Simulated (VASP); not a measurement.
A run of VASP 6.6.1:

INCAR

```
ALGO = Normal
EDIFF = 1E-6
ENCUT = 600
GGA = PE
GGA_COMPAT = False
ISIF = 2
ISMEAR = 1
LASPH = True
LCHARG = False
LREAL = False
LWAVE = False
NBANDS = 15
NELM = 120
PREC = Accurate
SIGMA = 0.1
```

File KPOINTS:

```
k-points
0
Gamma
  8 8 5
```

File POSCAR:

```
Os
1.0
    2.7341000000      0.0000000000      0.0000000000
   -1.3670500000      2.3678000565      0.0000000000
    0.0000000000      0.0000000000      4.3197000000
Os
2
Direct
    0.6588800000      0.3197410000      0.7591660000
    0.3285490000      0.6649530000      0.2460270000
```

Potentials or basis: VASP PAW PBE potentials, release 64 (Os).

Launch:

```sh
$ cat potpaw_PBE.64/Os/POTCAR > POTCAR
$ mpirun -np 1 vasp_std > vasp.out
```

Hardware: 1 thread of AMD EPYC 7R43 64-Core Processor (Zen 3) (shared host).

Question: Estimate the wall time of this run.

Answer: Wall time 120 s on 1 thread of AMD EPYC 7R43 64-Core Processor (Zen 3), with other jobs on the host, peak memory 0.18 GiB. Counts: scf iterations 13, k points 162.
